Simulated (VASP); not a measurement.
# YAl3N4 (P-43m) in VASP: single point with PBE

Aim: the single point of YAl3N4 with PBE.

All numbers are computed with VASP 6.6.1; they aren't measurements. Logs are shortened: lines on timing, memory, paths and dates and some standing lists are left out, and cuts for length are marked.

### 1 The cell of the first run

It takes space group P-43m (No. 215, cubic). Conventional cell: a = 4.632 Å, b = 4.632 Å, c = 4.632 Å, α = 90.00°, β = 90.00°, γ = 90.00°. Y (site symmetry -43m) has 4 N at 2.18 Å within 2.9 Å. Within 2.6 Å of Al (site symmetry -42m) lie 4 N at 1.95 Å. Within 2.6 Å of N (site symmetry 3m) lie 3 Al at 1.95 Å and 1 Y at 2.18 Å.

### 2 Single point, PBE

Contents of POSCAR:

```
YAl3N4
1.0
    4.6318920449      0.0000000000      0.0000000000
    0.0000000000      4.6318920449      0.0000000000
    0.0000000000      0.0000000000      4.6318920449
Y Al N
1 3 4
Direct
    0.5000000000      0.5000000000      0.5000000000
    0.5000000000      0.0000000000      0.0000000000
    0.0000000000      0.0000000000      0.5000000000
    0.0000000000      0.5000000000      0.0000000000
    0.7721785442      0.2278214558      0.7721785442
    0.7721785442      0.7721785442      0.2278214558
    0.2278214558      0.2278214558      0.2278214558
    0.2278214558      0.7721785442      0.7721785442
```

Contents of INCAR.step1:

```
ALGO     = Normal         # electronic algorithm
EDIFF    = 1E-6           # SCF threshold, eV
ENCUT    = 520            # plane-wave cutoff, eV
GGA      = PE             # functional
ISIF     = 2              # what is computed and relaxed
ISMEAR   = 0              # smearing method
LASPH    = True           # aspherical terms in the spheres
LCHARG   = True           # write CHGCAR
LMAXMIX  = 4              # l up to which the mixer works
LREAL    = False          # projectors in reciprocal space
LWAVE    = False          # write WAVECAR
NBANDS   = 30             # bands
NELM     = 80             # most SCF steps
PREC     = Accurate       # precision mode
SIGMA    = 0.02           # smearing width, eV
```

Contents of KPOINTS.step1:

```
k-points
0
Gamma
  6 6 6
```

Contents of INCAR.step2:

```
ALGO     = Normal         # electronic algorithm
EDIFF    = 1E-6           # SCF threshold, eV
ENCUT    = 520            # plane-wave cutoff, eV
GGA      = PE             # functional
ICHARG   = 11             # starting density
ISIF     = 2              # what is computed and relaxed
ISMEAR   = -5             # smearing method
LASPH    = True           # aspherical terms in the spheres
LCHARG   = False          # write CHGCAR
LMAXMIX  = 4              # l up to which the mixer works
LORBIT   = 11             # projections on sites
LREAL    = False          # projectors in reciprocal space
LWAVE    = False          # write WAVECAR
NEDOS    = 1001           # points of the DOS
NELM     = 80             # most SCF steps
PREC     = Accurate       # precision mode
SIGMA    = 0.02           # smearing width, eV
```

Contents of KPOINTS.step2:

```
k-points
0
Gamma
  9 9 9
```

Potentials or basis: VASP PAW PBE potentials, release 64 (Y_sv, Al, N).

Run with:

```
> cat potpaw_PBE.64/Y_sv/POTCAR potpaw_PBE.64/Al/POTCAR potpaw_PBE.64/N/POTCAR > POTCAR
> cp INCAR.step1 INCAR
> cp KPOINTS.step1 KPOINTS
> mpirun -np 1 vasp_std > vasp.out
> cp INCAR.step2 INCAR
> cp KPOINTS.step2 KPOINTS
> mpirun -np 1 vasp_std > vasp.out
```

OUTCAR:

```text
EDIFF = 1E-6
   ENCUT = 520
   GGA = PE
   ICHARG = 11
   ISIF = 2
   ISMEAR = -5
   LASPH = True
   LORBIT = 11
   LREAL = False
   NELM = 80
   PREC = Accurate

 ion  position               nearest neighbor table
   1  0.500  0.500  0.500-   5 2.18   6 2.18   7 2.18   8 2.18   3 3.28   4 3.28   2 3.28   2 3.28
                             4 3.28   2 3.28   3 3.28   2 3.28   3 3.28   4 3.28   4 3.28   3 3.28
   2  0.500  0.000  0.000-   5 1.95   6 1.95   7 1.95   8 1.95   3 3.28   4 3.28   1 3.28   1 3.28
                             3 3.28   1 3.28   4 3.28   1 3.28   3 3.28   4 3.28   3 3.28   4 3.28
   3  0.000  0.000  0.500-   5 1.95   6 1.95   7 1.95   8 1.95   2 3.28   4 3.28   1 3.28   2 3.28
                             4 3.28   1 3.28   4 3.28   4 3.28   1 3.28   2 3.28   2 3.28   1 3.28
   4  0.000  0.500  0.000-   5 1.95   6 1.95   7 1.95   8 1.95   2 3.28   3 3.28   1 3.28   1 3.28
                             3 3.28   2 3.28   3 3.28   3 3.28   1 3.28   2 3.28   1 3.28   2 3.28
   5  0.772  0.228  0.772-   2 1.95   3 1.95   4 1.95   1 2.18
   6  0.772  0.772  0.228-   2 1.95   3 1.95   4 1.95   1 2.18
   7  0.228  0.228  0.228-   2 1.95   3 1.95   4 1.95   1 2.18
   8  0.228  0.772  0.772-   2 1.95   3 1.95   4 1.95   1 2.18

  LATTYP: Found a simple cubic cell.
 ALAT       =     4.6318920449

  Lattice vectors:

 A1 = (   4.6318920449,   0.0000000000,   0.0000000000)
 A2 = (   0.0000000000,   4.6318920449,   0.0000000000)
 A3 = (   0.0000000000,   0.0000000000,   4.6318920449)

Analysis of symmetry for initial positions (statically):
=====================================================================
 Subroutine PRICEL returns:
 Original cell was already a primitive cell.

 Routine SETGRP: Setting up the symmetry group for a
 simple cubic supercell.

 Subroutine GETGRP returns: Found 24 space group operations
 (whereof 24 operations were pure point group operations)
 out of a pool of 48 trial point group operations.

The static configuration has the point symmetry T_d .

Analysis of symmetry for dynamics (positions and initial velocities):
=====================================================================
 Subroutine PRICEL returns:
 Original cell was already a primitive cell.

 Routine SETGRP: Setting up the symmetry group for a
 simple cubic supercell.

 Subroutine GETGRP returns: Found 24 space group operations
 (whereof 24 operations were pure point group operations)
 out of a pool of 48 trial point group operations.

The dynamic configuration has the point symmetry T_d .

 Subroutine INISYM returns: Found 24 space group operations
 (whereof 24 operations are pure point group operations),
 and found     1 'primitive' translations

----------------------------------------------------------------------------------------

                                     Primitive cell

  volume of cell :      99.3746

  direct lattice vectors                    reciprocal lattice vectors
     4.631892045  0.000000000  0.000000000     0.215894496  0.000000000  0.000000000
     0.000000000  4.631892045  0.000000000     0.000000000  0.215894496  0.000000000
     0.000000000  0.000000000  4.631892045     0.000000000  0.000000000  0.215894496

  length of vectors
     4.631892045  4.631892045  4.631892045     0.215894496  0.215894496  0.215894496

  position of ions in fractional coordinates (direct lattice)
     0.500000000  0.500000000  0.500000000
     0.500000000  0.000000000  0.000000000
     0.000000000  0.000000000  0.500000000
     0.000000000  0.500000000  0.000000000
     0.772178544  0.227821456  0.772178544
     0.772178544  0.772178544  0.227821456
     0.227821456  0.227821456  0.227821456
     0.227821456  0.772178544  0.772178544

  ion indices of the primitive-cell ions
   primitive index   ion index
                 1           1
                 2           2
                 3           3
                 4           4
                 5           5
                 6           6
                 7           7
                 8           8

----------------------------------------------------------------------------------------

 KPOINTS: k-points

Automatic generation of k-mesh.
 Grid dimensions read from file:
 generate k-points for:    9    9    9

 Generating k-lattice:

  Cartesian coordinates                     Fractional coordinates (reciprocal lattice)
     0.023988277  0.000000000  0.000000000     0.111111111  0.000000000  0.000000000
     0.000000000  0.023988277  0.000000000     0.000000000  0.111111111  0.000000000
     0.000000000  0.000000000  0.023988277     0.000000000  0.000000000  0.111111111

  Length of vectors
     0.023988277  0.023988277  0.023988277

  Shift w.r.t. Gamma in fractional coordinates (k-lattice)
     0.000000000  0.000000000  0.000000000

 TETIRR: Found    353 inequivalent tetrahedra from     4374

 Subroutine IBZKPT returns following result:
 ===========================================

 Found     35 irreducible k-points:

 Following reciprocal coordinates:
            Coordinates               Weight
  0.000000  0.000000  0.000000      1.000000
  0.111111  0.000000  0.000000      6.000000
  0.222222  0.000000  0.000000      6.000000
  0.333333  0.000000  0.000000      6.000000
  0.444444  0.000000  0.000000      6.000000
  0.111111  0.111111  0.000000     12.000000
[... 16 lines left out ...]
  0.333333  0.333333  0.111111     24.000000
  0.444444  0.333333  0.111111     48.000000
 [... further k-points ...]
   k-points           NKPTS =     35   k-points in BZ     NKDIM =     35   number of bands    NBANDS=     25
   number of dos      NEDOS =   1001   number of ions     NIONS =      8
   total plane-waves  NPLWV =  46656
   dimension x,y,z NGX =    36 NGY =   36 NGZ =   36
   dimension x,y,z NGXF=    72 NGYF=   72 NGZF=   72
   ions per type =               1   3   4
   NGX,Y,Z   is equivalent  to a cutoff of  12.92, 12.92, 12.92 a.u.
   NGXF,Y,Z  is equivalent  to a cutoff of  25.84, 25.84, 25.84 a.u.
 SYSTEM =  unknown system
   PREC   = accura    normal or accurate (medium, high low for compatibility)
   ISTART =      0    job   : 0-new  1-cont  2-samecut
   ICHARG =     11    charge: 1-file 2-atom 10-const
   ISPIN  =      1    spin polarized calculation?
   LNONCOLLINEAR =      F non collinear calculations
   LSORBIT =      F    spin-orbit coupling
   LASPH  =      T    aspherical Exc in radial PAW
   ENCUT  =  520.0 eV  38.22 Ry    6.18 a.u.   8.61  8.61  8.61*2*pi/ulx,y,z
   NELM   =     80;   NELMIN=  2; NELMDL=  0     # of ELM steps
   EDIFF  = 0.1E-05   stopping-criterion for ELM
   LREAL  =      F    real-space projection
   EDIFFG = 0.1E-04   stopping-criterion for IOM
   NSW    =      0    number of steps for IOM
   IBRION =     -1    ionic relax: 0-MD 1-quasi-New 2-CG
   NFREE  =      0    steps in history (QN), initial steepest desc. (CG)
   ISIF   =      2    stress and relaxation
   ISYM   =      2    0-nonsym 1-usesym 2-fastsym
   POTIM  = 0.5000    time-step for ionic-motion
   TEBEG  =    0.0;   TEEND  =   0.0 temperature during run
   PSTRESS=    0.0 pullay stress
   NELECT =      40.0000    total number of electrons
   NUPDOWN=      -1.0000    fix difference up-down
   EMIN   =  10.00;   EMAX   =-10.00  energy-range for DOS
   EFERMI =   0.00;   METHOD = LEGACY
   ISMEAR =    -5;   SIGMA  =   0.02  broadening in eV -4-tet -1-fermi 0-gaus
   EFERMI_NEDOS =   21; number of points for ismear=-14 and -15
   IALGO  =     38    algorithm
   IMIX   =      4    mixing-type and parameters
     AMIX     =   0.40;   BMIX     =  1.00
     AMIX_MAG =   1.60;   BMIX_MAG =  1.00
  volume/ion in A,a.u.               =      12.42        83.83
  Fermi-wavevector in a.u.,A,eV,Ry     =   1.208750  2.284206 19.879145  1.461076
  Thomas-Fermi vector in A             =   2.344348
   LORBIT       =     11    0 simple, 1 ext, 2 COOP (PROOUT), +10 PAW based schemes
   GGA     = PE    functional components
   LHFCALC =     F    Hartree Fock is set to
   AEXX    =    0.0000 exact exchange contribution
   IVDW    =     0    specifies the selected vdW correction
   LEPSILON=     F    determine dielectric tensor
   LRPA    =     F    only Hartree local field effects (RPA)
 non-spin polarized calculation
 Fermi weights with tetrahedron method with Bloechl corrections
  energy-cutoff  :      520.00
  volume of cell :       99.37
 maximum number of plane-waves:      2721
 NGX is ok and might be reduce to    36

 number of electron      39.9999996 magnetization

 Free energy of the ion-electron system (eV)
  ---------------------------------------------------
  ext. energy  EPLUGINS =         0.00000000
  ---------------------------------------------------
  free energy    TOTEN  =       -60.72157419 eV

  energy without entropy =      -60.72157419  energy(sigma->0) =      -60.72157419

 E-fermi :   4.9262     XC(G=0): -10.5920

 val. band max:        4.8971374499   @ k =   0.4444   0.0000   0.0000
 cond. band min:       7.2420849081   @ k =   0.0000   0.0000   0.0000
 fundamental gap:      2.3449474582
 Fermi energy:         4.9262285033

 k-point     1 :       0.0000    0.0000    0.0000
  band No.  band energies     occupation
      1     -34.8315      2.00000
      2     -15.2384      2.00000
      3     -15.2384      2.00000
      4     -15.2384      2.00000
      5      -9.4370      2.00000
      6      -7.1488      2.00000
[... 17 lines left out ...]
     24       7.8917      0.00000
     25       9.5619      0.00000

 k-point     2 :       0.1111    0.0000    0.0000
  band No.  band energies     occupation
      1     -34.8314      2.00000
      2     -15.2472      2.00000
      3     -15.2373      2.00000
      4     -15.2373      2.00000
      5      -9.3752      2.00000
      6      -7.2283      2.00000
[... 17 lines left out ...]
     24       8.0347      0.00000
     25       9.6616      0.00000

 k-point     3 :       0.2222    0.0000    0.0000
  band No.  band energies     occupation
      1     -34.8311      2.00000
      2     -15.2691      2.00000
      3     -15.2345      2.00000
      4     -15.2345      2.00000
      5      -9.1971      2.00000
      6      -7.4506      2.00000
[... 552 lines left out ...]
 k-point    23 :       0.3333    0.3333    0.1111
  band No.  band energies     occupation
      1     -34.8299      2.00000
      2     -15.2808      2.00000
      3     -15.2759      2.00000
      4     -15.2326      2.00000
      5      -8.5226      2.00000
      6      -7.6713      2.00000
[... 17 lines left out ...]
     24      10.0565      0.00000
     25      10.7837      0.00000

 k-point    24 :       0.4444    0.3333    0.1111
  band No.  band energies     occupation
      1     -34.8296      2.00000
      2     -15.2922      2.00000
      3     -15.2743      2.00000
      4     -15.2308      2.00000
      5      -8.3305      2.00000
      6      -7.8399      2.00000
[... 17 lines left out ...]
     24      10.3620      0.00000
     25      10.7529      0.00000

 [... further k-points ...]
[... 5 lines left out ...]
  --------------------------------------------------------------------------------------
  -------------------------------------------------------------------------------------
  Total       -0.1647218     -0.1647218     -0.1647218     -0.0000000      0.0000000     -0.0000000
  in kB       -2.6557452     -2.6557452     -2.6557452     -0.0000000      0.0000000     -0.0000000
  external PRESSURE =      -2.6557452 kB  Pullay stress =       0.0000000 kB

 VOLUME and BASIS-vectors are now :
 -----------------------------------------------------------------------------
  energy-cutoff  :      520.00
  volume of cell :       99.37
      direct lattice vectors                 reciprocal lattice vectors
     4.631892045  0.000000000  0.000000000     0.215894496  0.000000000  0.000000000
     0.000000000  4.631892045  0.000000000     0.000000000  0.215894496  0.000000000
     0.000000000  0.000000000  4.631892045     0.000000000  0.000000000  0.215894496

 POSITION                                       TOTAL-FORCE (eV/Angst)
 -----------------------------------------------------------------------------------
      2.31595      2.31595      2.31595         0.000000      0.000000      0.000000
      2.31595      0.00000      0.00000         0.000000      0.000000      0.000000
      0.00000      0.00000      2.31595         0.000000     -0.000000      0.000000
      0.00000      2.31595      0.00000         0.000000      0.000000      0.000000
      3.57665      1.05524      3.57665        -0.003217      0.003217     -0.003217
      3.57665      3.57665      1.05524        -0.003217     -0.003217      0.003217
      1.05524      1.05524      1.05524         0.003217      0.003217      0.003217
      1.05524      3.57665      3.57665         0.003217     -0.003217     -0.003217
 -----------------------------------------------------------------------------------
    total drift:                               -0.000000     -0.000000     -0.000000

  FREE ENERGIE OF THE ION-ELECTRON SYSTEM (eV)
  ---------------------------------------------------
  free  energy   TOTEN  =       -60.7215741894 eV

  energy  without entropy=      -60.7215741894  energy(sigma->0) =      -60.72157419

 total charge

# of ion       s       p       d       f       tot
--------------------------------------------------
    1        2.277   6.598   1.404   0.139  10.419
    2        0.353   0.397   0.000   0.000   0.750
    3        0.353   0.397   0.000   0.000   0.750
    4        0.353   0.397   0.000   0.000   0.750
    5        1.230   2.550   0.000   0.000   3.780
    6        1.230   2.550   0.000   0.000   3.780
    7        1.230   2.550   0.000   0.000   3.780
    8        1.230   2.550   0.000   0.000   3.780
--------------------------------------------------
tot          8.258  17.987   1.404   0.139  27.788
```

Run time: 2.3 min. Hardware: 1 thread of Intel Xeon 8259CL, shared host; peak memory 0.26 GiB.

Results:

```
Valence electrons inside the program's atomic spheres : Y 10.42; Al 0.75; N 3.78
```
